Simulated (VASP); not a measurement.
# BaTe in VASP: a series of runs

The runs below take BaTe through single point, with r2SCAN, HSE06.

Program: VASP 6.6.1. These are calculated values, not measurements. Logs are shortened: lines on timing, memory, paths and dates and some standing lists are left out, and cuts for length are marked.

## 1. The cell of the first run

Symmetry: I-4m2, No. 119, tetragonal system. Conventional cell: a = 5.535 Å, b = 5.535 Å, c = 8.141 Å, α = 90.00°, β = 90.00°, γ = 90.00°. Within 4.5 Å of Ba (site symmetry -4m2) lie 4 Te at 3.44 Å. Within 4.5 Å of Te (site symmetry -4m2) lie 4 Ba at 3.44 Å.

## 2. Single point, r2SCAN (uniaxial x strain +4.0%)

POSCAR

```
BaTe
1.0
    0.0000000000      3.9141586662      3.9141586662
    4.0707250128      0.0000000000      3.9141586662
    4.0707250128      3.9141586662      0.0000000000
Ba Te
1 1
Direct
    0.0000000000      0.0000000000      0.0000000000
    0.2500000000      0.2500000000      0.2500000000
```

INCAR.step1

```
SYSTEM = BaTe
PREC = Accurate
ENCUT = 550
ISMEAR = 0
SIGMA = 0.01
LREAL = .False.
LASPH = .True.
NELM = 120
NBANDS = 15
GGA = PE
ALGO = Normal
EDIFF = 1E-5
LWAVE = .True.
LCHARG = .False.
GGA_COMPAT = .False.
```

INCAR.step2

```
SYSTEM = BaTe
PREC = Accurate
ENCUT = 550
EDIFF = 1E-6
ISMEAR = 0
SIGMA = 0.01
LREAL = .False.
LASPH = .True.
NELM = 120
ALGO = Normal
ISIF = 2
LWAVE = .False.
LCHARG = .True.
METAGGA = R2SCAN
LMIXTAU = .True.
LELF = .True.
LVHAR = .True.
NBANDS = 15
ISTART = 1
GGA_COMPAT = .False.
```

KPOINTS

```
Automatic mesh
0
Gamma
  6 6 6
  0 0 0
```

Potentials or basis: VASP PAW PBE potentials, release 64 (Ba_sv, Te).

Command:

```bash
$ cat potpaw_PBE.64/Ba_sv/POTCAR potpaw_PBE.64/Te/POTCAR > POTCAR
$ cp INCAR.step1 INCAR
$ mpirun -np 1 vasp_std > vasp.out
$ cp INCAR.step2 INCAR
$ mpirun -np 1 vasp_std > vasp.out
```

OUTCAR:

```text
SYSTEM = BaTe
   PREC = Accurate
   ENCUT = 550
   EDIFF = 1E-6
   ISMEAR = 0
   LREAL = .False.
   LASPH = .True.
   NELM = 120
   ISIF = 2
   METAGGA = R2SCAN
   ISTART = 1

 ion  position               nearest neighbor table
   1  0.000  0.000  0.000-   2 3.44   2 3.44   2 3.44   2 3.44
   2  0.250  0.250  0.250-   1 3.44   1 3.44   1 3.44   1 3.44

  LATTYP: Found a body centered tetragonal cell.
 ALAT       =     5.5354562710
 C/A-ratio  =     1.4707821049

  Lattice vectors:

 A1 = (   4.0707250128,   0.0000000000,   3.9141586662)
 A2 = (   4.0707250128,   0.0000000000,  -3.9141586662)
 A3 = (  -4.0707250128,   3.9141586662,   0.0000000000)

Analysis of symmetry for initial positions (statically):
=====================================================================
 Subroutine PRICEL returns:
 Original cell was already a primitive cell.

 Routine SETGRP: Setting up the symmetry group for a
 body centered tetragonal supercell.

 Subroutine GETGRP returns: Found  8 space group operations
 (whereof  8 operations were pure point group operations)
 out of a pool of 16 trial point group operations.

The static configuration has the point symmetry D_2d.

Analysis of symmetry for dynamics (positions and initial velocities):
=====================================================================
 Subroutine PRICEL returns:
 Original cell was already a primitive cell.

 Routine SETGRP: Setting up the symmetry group for a
 body centered tetragonal supercell.

 Subroutine GETGRP returns: Found  8 space group operations
 (whereof  8 operations were pure point group operations)
 out of a pool of 16 trial point group operations.

The dynamic configuration has the point symmetry D_2d.

 Subroutine INISYM returns: Found  8 space group operations
 (whereof  8 operations are pure point group operations),
 and found     1 'primitive' translations

----------------------------------------------------------------------------------------

                                     Primitive cell

  volume of cell :     124.7322

  direct lattice vectors                    reciprocal lattice vectors
     0.000000000  3.914158666  3.914158666    -0.122828243  0.127741372  0.127741372
     4.070725013  0.000000000  3.914158666     0.122828243 -0.127741372  0.127741372
     4.070725013  3.914158666  0.000000000     0.122828243  0.127741372 -0.127741372

  length of vectors
     5.535456271  5.647250676  5.647250676     0.218454786  0.218454786  0.218454786

  position of ions in fractional coordinates (direct lattice)
     0.000000000  0.000000000  0.000000000
     0.250000000  0.250000000  0.250000000

  ion indices of the primitive-cell ions
   primitive index   ion index
                 1           1
                 2           2

----------------------------------------------------------------------------------------

 KPOINTS: Automatic mesh

Automatic generation of k-mesh.
 Grid dimensions read from file:
 generate k-points for:    6    6    6

 Generating k-lattice:

  Cartesian coordinates                     Fractional coordinates (reciprocal lattice)
    -0.020471374  0.021290229  0.021290229     0.166666667  0.000000000  0.000000000
     0.020471374 -0.021290229  0.021290229     0.000000000  0.166666667  0.000000000
     0.020471374  0.021290229 -0.021290229     0.000000000  0.000000000  0.166666667

  Length of vectors
     0.036409131  0.036409131  0.036409131

  Shift w.r.t. Gamma in fractional coordinates (k-lattice)
     0.000000000  0.000000000  0.000000000

 Subroutine IBZKPT returns following result:
 ===========================================

 Found     30 irreducible k-points:

 Following reciprocal coordinates:
            Coordinates               Weight
  0.000000  0.000000  0.000000      1.000000
  0.166667  0.000000  0.000000      8.000000
  0.333333  0.000000  0.000000      8.000000
  0.500000 -0.000000 -0.000000      4.000000
  0.166667  0.166667  0.000000      4.000000
  0.333333  0.166667  0.000000     16.000000
[... 16 lines left out ...]
 -0.333333  0.500000  0.166667      4.000000
  0.333333 -0.333333  0.166667      8.000000
 [... further k-points ...]
   k-points           NKPTS =     30   k-points in BZ     NKDIM =     30   number of bands    NBANDS=     15
   number of dos      NEDOS =    301   number of ions     NIONS =      2
   total plane-waves  NPLWV =  96768
   dimension x,y,z NGX =    42 NGY =   48 NGZ =   48
   dimension x,y,z NGXF=    84 NGYF=   96 NGZF=   96
   ions per type =               1   1
   NGX,Y,Z   is equivalent  to a cutoff of  12.61, 14.13, 14.13 a.u.
   NGXF,Y,Z  is equivalent  to a cutoff of  25.23, 28.26, 28.26 a.u.
 SYSTEM =  BaTe
   PREC   = accura    normal or accurate (medium, high low for compatibility)
   ISTART =      1    job   : 0-new  1-cont  2-samecut
   ICHARG =      0    charge: 1-file 2-atom 10-const
   ISPIN  =      1    spin polarized calculation?
   LNONCOLLINEAR =      F non collinear calculations
   LSORBIT =      F    spin-orbit coupling
   LASPH  =      T    aspherical Exc in radial PAW
   ENCUT  =  550.0 eV  40.42 Ry    6.36 a.u.  10.59 10.80 10.80*2*pi/ulx,y,z
   NELM   =    120;   NELMIN=  2; NELMDL=  0     # of ELM steps
   EDIFF  = 0.1E-05   stopping-criterion for ELM
   LREAL  =      F    real-space projection
   EDIFFG = 0.1E-04   stopping-criterion for IOM
   NSW    =      0    number of steps for IOM
   IBRION =     -1    ionic relax: 0-MD 1-quasi-New 2-CG
   NFREE  =      0    steps in history (QN), initial steepest desc. (CG)
   ISIF   =      2    stress and relaxation
   ISYM   =      2    0-nonsym 1-usesym 2-fastsym
   POTIM  = 0.5000    time-step for ionic-motion
   TEBEG  =    0.0;   TEEND  =   0.0 temperature during run
   PSTRESS=    0.0 pullay stress
   NELECT =      16.0000    total number of electrons
   NUPDOWN=      -1.0000    fix difference up-down
   EMIN   =  10.00;   EMAX   =-10.00  energy-range for DOS
   EFERMI =   0.00;   METHOD = LEGACY
   ISMEAR =     0;   SIGMA  =   0.01  broadening in eV -4-tet -1-fermi 0-gaus
   EFERMI_NEDOS =   21; number of points for ismear=-14 and -15
   IALGO  =     38    algorithm
   IMIX   =      4    mixing-type and parameters
     AMIX     =   0.40;   BMIX     =  1.00
     AMIX_MAG =   1.60;   BMIX_MAG =  1.00
  volume/ion in A,a.u.               =      62.37       420.87
  Fermi-wavevector in a.u.,A,eV,Ry     =   0.825636  1.560226  9.274749  0.681675
  Thomas-Fermi vector in A             =   1.937529
   LORBIT       =      0    0 simple, 1 ext, 2 COOP (PROOUT), +10 PAW based schemes
   METAGGA = R2SCAN    functional components
   LHFCALC =     F    Hartree Fock is set to
   AEXX    =    0.0000 exact exchange contribution
   IVDW    =     0    specifies the selected vdW correction
   LEPSILON=     F    determine dielectric tensor
   LRPA    =     F    only Hartree local field effects (RPA)
 non-spin polarized calculation
 Gauss-broadening in eV      SIGMA  =   0.01
  energy-cutoff  :      550.00
  volume of cell :      124.73
 maximum number of plane-waves:      3676
   NGX = 21   NGY = 21   NGZ = 21

 number of electron      16.0000000 magnetization

 Free energy of the ion-electron system (eV)
  ---------------------------------------------------
  ext. energy  EPLUGINS =         0.00000000
  ---------------------------------------------------
  free energy    TOTEN  =       -55.36849335 eV

  energy without entropy =      -55.36849335  energy(sigma->0) =      -55.36849335

 E-fermi :  -0.2663     XC(G=0):  -6.9127

 val. band max:       -0.3330881594   @ k =   0.0000   0.5000   0.5000
 cond. band min:       2.5196151825   @ k =   0.0000   0.0000   0.0000
 fundamental gap:      2.8527033419
 Fermi energy:        -0.2663304603

 k-point     1 :       0.0000    0.0000    0.0000
  band No.  band energies     occupation
      1     -28.1751      2.00000
      2     -12.9278      2.00000
      3     -12.9278      2.00000
      4     -12.9166      2.00000
      5      -9.3095      2.00000
      6      -0.7647      2.00000
      7      -0.7317      2.00000
      8      -0.7317      2.00000
      9       2.5196      0.00000
     10       4.0807      0.00000
     11       4.2850      0.00000
     12       5.8981      0.00000
     13       6.1343      0.00000
     14       6.1343      0.00000
     15       7.7937      0.00000

 k-point     2 :       0.1667    0.0000    0.0000
  band No.  band energies     occupation
      1     -28.1744      2.00000
      2     -12.9628      2.00000
      3     -12.9305      2.00000
      4     -12.9231      2.00000
      5      -9.2466      2.00000
      6      -0.8739      2.00000
      7      -0.7123      2.00000
      8      -0.6827      2.00000
      9       3.0309      0.00000
     10       3.9863      0.00000
     11       4.1378      0.00000
     12       5.7371      0.00000
     13       6.2217      0.00000
     14       6.3218      0.00000
     15       6.8195      0.00000

 k-point     3 :       0.3333    0.0000    0.0000
  band No.  band energies     occupation
      1     -28.1729      2.00000
      2     -13.0348      2.00000
      3     -12.9360      2.00000
      4     -12.9307      2.00000
      5      -9.1258      2.00000
      6      -1.0062      2.00000
      7      -0.6424      2.00000
      8      -0.5886      2.00000
      9       3.8130      0.00000
     10       4.0850      0.00000
     11       4.1383      0.00000
     12       4.9637      0.00000
     13       5.7972      0.00000
     14       5.8406      0.00000
     15       6.3472      0.00000

 k-point     4 :       0.5000   -0.0000   -0.0000
  band No.  band energies     occupation
      1     -28.1722      2.00000
      2     -13.0694      2.00000
      3     -12.9388      2.00000
      4     -12.9343      2.00000
      5      -9.0678      2.00000
      6      -1.0247      2.00000
      7      -0.6116      2.00000
      8      -0.5440      2.00000
      9       3.9401      0.00000
     10       4.3578      0.00000
     11       4.3786      0.00000
     12       4.5303      0.00000
     13       5.1969      0.00000
     14       5.2477      0.00000
     15       7.2477      0.00000
[... 307 lines left out ...]
 k-point    22 :       0.3333    0.5000    0.1667
  band No.  band energies     occupation
      1     -28.1719      2.00000
      2     -13.0589      2.00000
      3     -12.9619      2.00000
      4     -12.9368      2.00000
      5      -9.0487      2.00000
      6      -1.0282      2.00000
      7      -0.6296      2.00000
      8      -0.5120      2.00000
      9       3.2164      0.00000
     10       3.9202      0.00000
     11       4.6238      0.00000
     12       5.5012      0.00000
     13       5.6495      0.00000
     14       5.8769      0.00000
     15       7.1782      0.00000

 k-point    23 :      -0.3333    0.5000    0.1667
  band No.  band energies     occupation
      1     -28.1712      2.00000
      2     -13.0812      2.00000
      3     -12.9612      2.00000
      4     -12.9558      2.00000
      5      -8.9886      2.00000
      6      -1.0437      2.00000
      7      -0.6445      2.00000
      8      -0.3618      2.00000
      9       2.8547      0.00000
     10       3.8101      0.00000
     11       4.7466      0.00000
     12       5.1135      0.00000
     13       5.8292      0.00000
     14       7.0411      0.00000
     15       7.3671      0.00000

 k-point    24 :       0.3333   -0.3333    0.1667
  band No.  band energies     occupation
      1     -28.1713      2.00000
      2     -13.0748      2.00000
      3     -12.9691      2.00000
      4     -12.9410      2.00000
      5      -9.0106      2.00000
      6      -0.9032      2.00000
      7      -0.7559      2.00000
      8      -0.4658      2.00000
      9       3.0326      0.00000
     10       3.8846      0.00000
     11       4.5945      0.00000
     12       5.4708      0.00000
     13       5.6844      0.00000
     14       6.2435      0.00000
     15       7.5013      0.00000

 [... further k-points ...]

------------------------ aborting loop because EDIFF is reached ----------------------------------------

  FORCE on cell =-STRESS in cart. coord.  units (eV):
  Direction    XX          YY          ZZ          XY          YZ          ZX
  --------------------------------------------------------------------------------------
  -------------------------------------------------------------------------------------
  Total       -0.5145232     -0.4143556     -0.4143556      0.0000000      0.0000000     -0.0000000
  in kB       -6.6090179     -5.3223710     -5.3223710      0.0000000      0.0000000     -0.0000000
  external PRESSURE =      -5.7512533 kB  Pullay stress =       0.0000000 kB

 VOLUME and BASIS-vectors are now :
 -----------------------------------------------------------------------------
  energy-cutoff  :      550.00
  volume of cell :      124.73
      direct lattice vectors                 reciprocal lattice vectors
     0.000000000  3.914158666  3.914158666    -0.122828243  0.127741372  0.127741372
     4.070725013  0.000000000  3.914158666     0.122828243 -0.127741372  0.127741372
     4.070725013  3.914158666  0.000000000     0.122828243  0.127741372 -0.127741372

 POSITION                                       TOTAL-FORCE (eV/Angst)
 -----------------------------------------------------------------------------------
      0.00000      0.00000      0.00000         0.000000     -0.000000     -0.000000
      2.03536      1.95708      1.95708         0.000000      0.000000      0.000000
 -----------------------------------------------------------------------------------
    total drift:                                0.000001     -0.000000     -0.000000

  FREE ENERGIE OF THE ION-ELECTRON SYSTEM (eV)
  ---------------------------------------------------
  free  energy   TOTEN  =       -55.3684933505 eV

  energy  without entropy=      -55.3684933505  energy(sigma->0) =      -55.36849335
```

Wall time 3.1 min (1 thread of Intel Xeon Platinum 8488C (Sapphire Rapids), shared host); peak memory 0.36 GiB.

Results:

```yaml
Free_energy: -55.3685 eV
Pressure: -0.6 GPa
Band_gap_on_the_k_mesh: 2.85 eV (least direct gap 3.11 eV)
```

Caveat: the cell differs from its parent crystal (uniaxial x strain +4.0%); the PAW data sets were made with another functional, which shifts forces and pressure a little; spin-orbit coupling is left out, which moves the levels of the heavy elements. A k mesh can miss the band edges.

## 3. Single point, r2SCAN (epitaxial 111 strain +0.5%)

POSCAR

```
BaTe
1.0
   -0.0330728676      3.9006565919      3.9006565919
    3.9006565919     -0.0330728676      3.9006565919
    3.9006565919      3.9006565919     -0.0330728676
Ba Te
1 1
Direct
   -0.0008916373     -0.0008916373     -0.0008916373
    0.2508916373      0.2508916373      0.2508916373
```

INCAR.step1

```
SYSTEM = BaTe
ALGO = Normal ; EDIFF = 1E-5
ENCUT = 550 ; GGA = PE
GGA_COMPAT = .False. ; ISMEAR = 0
LASPH = .True. ; LCHARG = .False.
LREAL = .False. ; LWAVE = .True.
NBANDS = 15 ; NELM = 120
PREC = Accurate ; SIGMA = 0.01
```

INCAR.step2

```
SYSTEM = BaTe
ALGO = Normal ; EDIFF = 1E-6
ENCUT = 550 ; GGA_COMPAT = .False.
ISIF = 2 ; ISMEAR = 0
ISTART = 1 ; LASPH = .True.
LCHARG = .True. ; LELF = .True.
LMIXTAU = .True. ; LREAL = .False.
LVHAR = .True. ; LWAVE = .False.
METAGGA = R2SCAN ; NBANDS = 15
NELM = 120 ; PREC = Accurate
SIGMA = 0.01
```

KPOINTS

```
k-points
0
Gamma
  6 6 6
  0 0 0
```

Potentials or basis: VASP PAW PBE potentials, release 64 (Ba_sv, Te).

Command:

```bash
$ cat potpaw_PBE.64/Ba_sv/POTCAR potpaw_PBE.64/Te/POTCAR > POTCAR
$ cp INCAR.step1 INCAR
$ mpirun -np 1 vasp_std > vasp.out
$ cp INCAR.step2 INCAR
$ mpirun -np 1 vasp_std > vasp.out
```

Wall time 3.6 min (1 thread of Intel Xeon Platinum 8488C (Sapphire Rapids), shared host); peak memory 0.31 GiB.

The run converged. Its results:

```yaml
Free_energy: -55.3756 eV
Pressure: 0.1 GPa
Largest_force: 0.005 eV/Å
Band_gap_on_the_k_mesh: 2.94 eV (least direct gap 3.18 eV)
```

Forces in eV/Å, atoms in the order of the input:
```
Ba  -0.003 -0.003 -0.003
Te   0.003  0.003  0.003
```

Levels at points of the mesh, in eV from the valence-band top:
```
           k point  band 6  band 7  band 8  band 9  band 10  band 11
(0.00, 0.00, 0.00)   -0.44   -0.44   -0.41    2.94     4.59     4.59
(0.50, 0.00, 0.00)   -0.70   -0.25   -0.24    4.35     4.73     4.83
(0.50, 0.50, 0.00)   -0.96   -0.02    0.00    3.18     4.36     5.46
(0.50, 0.50, 0.50)   -0.68   -0.26   -0.26    4.37     4.80     4.80
```

Caveat: the cell differs from its parent crystal (epitaxial 111 strain +0.5%); the PAW data sets were made with another functional, which shifts forces and pressure a little; spin-orbit coupling is left out, which moves the levels of the heavy elements. A k mesh can miss the band edges.

## 4. Single point, HSE06 (strain -3.0%)

POSCAR

```
BaTe
1.0
    0.0000000000      3.7967339062      3.7967339062
    3.7967339062      0.0000000000      3.7967339062
    3.7967339062      3.7967339062      0.0000000000
Ba Te
1 1
Direct
    0.0000000000      0.0000000000      0.0000000000
    0.2500000000      0.2500000000      0.2500000000
```

INCAR.step1

```
PREC = Accurate
ENCUT = 400
EDIFF = 1E-5
ISMEAR = 0
SIGMA = 0.01
LREAL = F
LASPH = T
NELM = 120
ALGO = Normal
ISIF = 2
LWAVE = T
LCHARG = F
NBANDS = 15
GGA = PE
GGA_COMPAT = F
```

INCAR.step2

```
PREC = Accurate
ENCUT = 400
EDIFF = 1E-6
ISMEAR = 0
SIGMA = 0.01
LREAL = F
LASPH = T
NELM = 120
ALGO = Normal
ISIF = 2
LWAVE = F
LCHARG = F
GGA = PE
LHFCALC = T
HFSCREEN = 0.2079
PRECFOCK = Normal
NBANDS = 15
ISTART = 1
GGA_COMPAT = F
```

KPOINTS

```
Automatic mesh
0
Gamma
  4 4 4
```

Command:

```bash
$ cat potpaw_PBE.64/Ba_sv/POTCAR potpaw_PBE.64/Te/POTCAR > POTCAR
$ cp INCAR.step1 INCAR
$ mpirun -np 1 vasp_std > vasp.out
$ cp INCAR.step2 INCAR
$ mpirun -np 1 vasp_std > vasp.out
```

It took 9 min on 1 thread of Intel Xeon Platinum 8488C (Sapphire Rapids), shared host; peak memory 0.31 GiB.

Results (log left out):

- Free energy: -9.1628 eV
- Pressure: 2.2 GPa
- Band gap on the k mesh: 3.42 eV (least direct gap 3.65 eV)

Levels at points of the mesh, in eV from the valence-band top:
```
           k point  band 6  band 7  band 8  band 9  band 10  band 11
(0.00, 0.00, 0.00)   -0.58   -0.58   -0.58    3.42     5.18     5.18
(0.50, 0.00, 0.00)   -0.82   -0.34   -0.34    4.98     5.40     5.40
(0.50, 0.50, 0.00)   -1.20   -0.01   -0.01    3.66     4.89     6.17
```

Caveat: the cell differs from its parent crystal (strain -3.0%); the PAW data sets were made with another functional, which shifts forces and pressure a little; spin-orbit coupling is left out, which moves the levels of the heavy elements. A k mesh can miss the band edges.

## 5. Summary

```tsv
level	cell	k mesh	cutoff (eV)	grid for exact exchange (PRECFOCK)	share of exact exchange	screening parameter	gap on the mesh (eV)	pressure (GPa)
r2SCAN	a = 5.535, b = 5.647, c = 5.647 Å, angles 58.7, 60.7, 60.7°, 2 atoms, atomic positions A	6 × 6 × 6	550	-	-	-	2.85	-0.6
r2SCAN	a = 5.516 Å, angles 60.6°, 2 atoms, atomic positions B	6 × 6 × 6	550	-	-	-	2.94	0.1
HSE06	a = 5.369 Å, angles 60.0°, 2 atoms, atomic positions A	4 × 4 × 4	400	Normal	0.25	0.2079 1/Å	3.42	2.2
```

Alike in all rows: task single point; potentials or basis VASP PAW PBE potentials, release 64 (Ba_sv, Te); no spin polarisation; smearing gaussian 0.01 eV.

Caveats: the PAW data sets were made with another functional, which shifts forces and pressure a little; spin-orbit coupling is left out, which moves the levels of the heavy elements.

Absolute energies hang on the potentials; compare differences alone.
